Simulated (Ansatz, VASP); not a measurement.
# Two plane-wave programs on ZrH

INCAR

```
ALGO     = Normal         # electronic algorithm
EDIFF    = 1E-6           # SCF threshold, eV
ENCUT    = 520            # plane-wave cutoff, eV
GGA      = PS             # functional
ISIF     = 2              # what is computed and relaxed
ISMEAR   = 0              # smearing method
LASPH    = T              # aspherical terms in the spheres
LCHARG   = F              # write CHGCAR
LREAL    = F              # projectors in reciprocal space
LWAVE    = F              # write WAVECAR
NBANDS   = 14             # bands
NELM     = 80             # most SCF steps
PREC     = Accurate       # precision mode
SIGMA    = 0.1            # smearing width, eV
```

Contents of KPOINTS:

```
k-points
0
Gamma
  18 18 18
```

File POSCAR:

```
ZrH
1.0
   -1.7320379079      1.7320379079      2.6010938454
    1.7320379079     -1.7320379079      2.6010938454
    1.7320379079      1.7320379079     -2.6010938454
Zr H
1 1
Direct
    0.0000000000      0.0000000000      0.0000000000
    0.7500000000      0.2500000000      0.5000000000
```

Input for Ansatz:

```yaml
crystal:
  lattice:
    - [-1.7320379079, 1.7320379079, 2.6010938454]
    - [1.7320379079, -1.7320379079, 2.6010938454]
    - [1.7320379079, 1.7320379079, -2.6010938454]
  atoms:
    - { symbol: Zr, position: [0.0, 0.0, 0.0] }
    - { symbol: H, position: [0.75, 0.25, 0.5] }
basis:
  ecutwfc: 420
kpoints:
  mp_grid: { grid: [18, 18, 18] }
hamiltonian:
  xc: pbesol
scf:
  occupations: { method: gaussian, width: 0.1 }
output:
  forces: true
  stress: true
  eigenvalues: true
```

Alike in both runs: task single point; functional PBEsol; k mesh 18 × 18 × 18; occupations gaussian, width 0.1 eV; no spin polarisation.

|  | VASP | Ansatz |
| --- | --- | --- |
| version | VASP 6.6.1 | Ansatz 0.2.0 |
| potentials or method | VASP PAW PBE potentials, release 64 (Zr_sv, H), cutoff 520 eV | scalar-relativistic, plane waves, PAW |
| valence electrons in the cell | 13 | 13 |

|  | VASP | Ansatz | Ansatz less VASP |
| --- | --- | --- | --- |
| gap on the k mesh at the Fermi level (eV) | none | none | - |
| pressure (GPa) | -15.5 | -15.5 | -0.03 |
| traceless stress, the component that is largest in VASP (GPa) | -0.63 | -0.63 | -0.003 |

VASP's potentials were made for PBE, not for PBEsol. A gap of «none» marks a metal or a gap that the smearing closes.
